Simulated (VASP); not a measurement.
A run of VASP 6.6.1 is set up as follows.

File INCAR:

```
PREC = Accurate
ENCUT = 520
EDIFF = 1E-6
ISMEAR = -1
SIGMA = 0.05
LREAL = False
LASPH = True
NELM = 60
ALGO = Normal
ISIF = 2
LWAVE = False
LCHARG = False
GGA = PS
NBANDS = 16
```

The input KPOINTS:

```
Automatic mesh
0
Gamma
  14 14 4
```

POSCAR

```
C
1.0
    2.5536122329      0.0000000000      0.0000000000
   -1.2768061165      2.2114930651      0.0000000000
    0.0000000000      0.0000000000      7.4524370592
C
4
Direct
    1.0000000000      1.0000000000      0.2500000000
    0.0000000000      0.0000000000      0.7500000000
    0.3333333333      0.6666666667      0.2500000000
    0.6666666667      0.3333333333      0.7500000000
```

Potentials or basis: VASP PAW PBE potentials, release 64 (C).

Run with:

```bash
$ cat potpaw_PBE.64/C/POTCAR > POTCAR
$ mpirun -np 1 vasp_std > vasp.out
```

Question: Predict the band gap on the k mesh.

Answer: 0.91 eV, direct.

Question: Estimate the pressure.

Answer: -23.8 GPa.

Stress tensor (GPa, compression positive):
```
-35.66   0.00   0.00
  0.00 -35.66   0.00
  0.00   0.00  -0.15
```

Caveat: the PAW data sets were made with another functional, which shifts forces and pressure a little; this functional lacks dispersion, which binds the layers, so the pressure and a relaxed spacing across them are unreliable. A k mesh can miss the band edges.
